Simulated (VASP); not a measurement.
Here is a VASP 6.6.1 calculation.

The input INCAR:

```
SYSTEM = Pd
PREC = Accurate
ENCUT = 520
EDIFF = 1E-6
ISMEAR = -1
SIGMA = 0.1
LREAL = .False.
LASPH = .True.
NELM = 60
ALGO = Normal
ISIF = 2
LWAVE = .False.
LCHARG = .False.
GGA = RP
NBANDS = 28
```

Contents of KPOINTS:

```
regular mesh
0
Gamma
  14 14 4
  0 0 0
```

File POSCAR:

```
Pd
1.0
    2.8104923619      0.0000000000      0.0000000000
   -1.4052461810      2.4339577826      0.0000000000
    0.0000000000      0.0000000000      9.2618297452
Pd
4
Direct
    0.0000000000      0.0000000000      0.0000000000
    0.0000000000      0.0000000000      0.5000000000
    0.3333333333      0.6666666667      0.2500000000
    0.6666666667      0.3333333333      0.7500000000
```

Potentials or basis: VASP PAW PBE potentials, release 64 (Pd).

Run with:

```bash
$ cat potpaw_PBE.64/Pd/POTCAR > POTCAR
$ mpirun -np 1 vasp_std > vasp.out
```

Task: What does it give for the pressure?

Result: -0.2 GPa.

Task: Predict the band gap on the k mesh.

Result: Zero (band 20 reaches 8.92 eV, above the bottom of band 21 at 8.11 eV).

Stress tensor (GPa, compression positive):
```
-0.04  0.00  0.00
 0.00 -0.04  0.00
 0.00  0.00 -0.58
```

Caveat: the PAW data sets were made with another functional, which shifts forces and pressure a little.
